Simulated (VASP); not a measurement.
InOs:

```
In Os
1.0
     3.13357    0.00000    0.00000
    -1.56679    2.71375    0.00000
     0.00000    0.00000    4.72903
In Os
1 1
Direct
  0.00000 0.00000 0.00000
  0.33333 0.66667 0.50000
```

```yaml
Program: VASP 6.6.1
Task: relaxation of cell and atoms
Functional: PBE
Potentials_or_basis: VASP PAW PBE potentials, release 64 (In_d, Os)
Cutoff: 600 eV
k_mesh: 6 × 6 × 4
Occupations: gaussian, width 0.1 eV
Spin: no spin polarisation
```

At the start: pressure -19.2 GPa; volume 20.11 Å³/atom.

Task: Where does the relaxation end?

Result: Over 10 steps the energy falls by 218.9 meV/atom and the volume is 17.39 Å³/atom (-13.5 %); space group P-6m2 (No. 187, to 0.05 Å).

The path:
| step | energy change (eV) | largest force (eV/Å) | pressure (GPa) | volume (Å³) |
| --- | --- | --- | --- | --- |
| 1 | 0.0000 | 0.0000 | -19.17 | 40.21 |
| 2 | 0.9385 | 0.0000 | 76.02 | 27.72 |
| 3 | -0.4266 | 0.0000 | -1.48 | 34.92 |
| 4 | -0.4288 | 0.0000 | 0.11 | 34.66 |
| 5 | -0.4290 | 0.0000 | 0.71 | 34.55 |
| 6 | -0.4376 | 0.0000 | 0.32 | 34.74 |
| 7 | -0.4377 | 0.0000 | 0.36 | 34.73 |
| 8 | -0.4377 | 0.0000 | 0.34 | 34.73 |
| 9 | -0.4375 | 0.0000 | -0.56 | 34.89 |
| 10 | -0.4377 | 0.0000 | -0.02 | 34.79 |

Final structure:
```xyz
2
Lattice="3.0391 0.0000 0.0000 -1.5195 2.6319 0.0000 0.0000 0.0000 4.3491" Properties=species:S:1:pos:R:3 pbc="T T T"
In    0.0000    0.0000    0.0000
Os    0.0000    1.7546    2.1746
```

Caveat: the k points lie up to 0.40 Å⁻¹ apart in the final cell.
